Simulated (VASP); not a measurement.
A run of VASP 6.6.1:

File INCAR:

```
SYSTEM = CdS
PREC = Accurate
ENCUT = 600
EDIFF = 1E-8
ISMEAR = 0
SIGMA = 0.01
LREAL = .FALSE.
LASPH = .TRUE.
NELM = 100
ALGO = Normal
ISIF = 3
LWAVE = .FALSE.
LCHARG = .FALSE.
METAGGA = R2SCAN
LMIXTAU = .TRUE.
IBRION = 6
NFREE = 2
POTIM = 0.015
NSW = 1
```

Contents of KPOINTS:

```
regular mesh
0
G
  8 8 8
  0 0 0
```

File POSCAR:

```
CdS
1.0
    0.0000000000      2.7268811899      2.7268811899
    2.7268811899      0.0000000000      2.7268811899
    2.7268811899      2.7268811899      0.0000000000
Cd S
1 1
Direct
    0.0000000000      0.0000000000      0.0000000000
    0.5000000000      0.5000000000      0.5000000000
```

Potentials or basis: VASP PAW PBE potentials, release 64 (Cd, S).

Run with:

```bash
$ cat potpaw_PBE.64/Cd/POTCAR potpaw_PBE.64/S/POTCAR > POTCAR
$ mpirun -np 1 vasp_std > vasp.out
```

Hardware: 1 thread of Intel(R) Xeon(R) 6975P-C (Granite Rapids), with other jobs on the host.

How long does it take, and how much memory?

It took 18 min on 1 thread of Intel(R) Xeon(R) 6975P-C (Granite Rapids), with other jobs on the host, peak memory 0.33 GiB. Counts: scf iterations 263, k points 29.
